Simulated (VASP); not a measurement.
Write the native input for VASP 6.6.1 that does the following.

```
Task                   : single point
Functional             : PBE
Potentials or basis    : VASP PAW PBE potentials, release 64 (Hf_pv, Co, H)
Cutoff                 : 520 eV
k mesh                 : 12 × 12 × 14
Occupations            : gaussian, width 0.1 eV
Spin                   : no spin polarisation
Dipole correction      : no
Further INCAR settings : ALGO = Normal; EDIFF = 1e-06; NBANDS = 20
```

The structure of HfCoH4 lies in POSCAR:

```
HfCoH4
1.0
    4.3681779520      0.0000000000      0.0000000000
   -2.1840889760      3.7829530747      0.0000000000
    0.0000000000      0.0000000000      2.7710365970
Hf Co H
1 1 4
Direct
    0.0000000000      0.0000000000      0.0000000000
    0.3333333333      0.6666666667      0.0000000000
    0.6666666667      0.3333333333      0.0000000000
    0.0322645998      0.5161322999      0.5000000000
    0.4838677001      0.5161322999      0.5000000000
    0.4838677001      0.9677354002      0.5000000000
```

One way to write it, as run:

INCAR

```
  PREC = Accurate
  ENCUT = 520
  EDIFF = 1E-6
  ISMEAR = 0
  SIGMA = 0.1
  LREAL = False
  LASPH = True
  NELM = 100
  ALGO = Normal
  ISIF = 2
  LWAVE = False
  LCHARG = True
  GGA = PE
  LELF = True
  LVHAR = True
  NBANDS = 20
```

KPOINTS

```
regular mesh
0
Gamma
  12 12 14
```

Potentials or basis: VASP PAW PBE potentials, release 64 (Hf_pv, Co, H).

The run is started by

```sh
$ cat potpaw_PBE.64/Hf_pv/POTCAR potpaw_PBE.64/Co/POTCAR potpaw_PBE.64/H/POTCAR > POTCAR
$ mpirun -np 1 vasp_std > vasp.out
```

Results of the run:

| Property | Result |
| --- | --- |
| Pressure | -0.8 GPa |
| Largest force | 0.009 eV/Å |

Run time: 3.2 min on 1 thread of Oxide Virtual Turin-like Processor (shared host), peak memory 0.25 GiB.
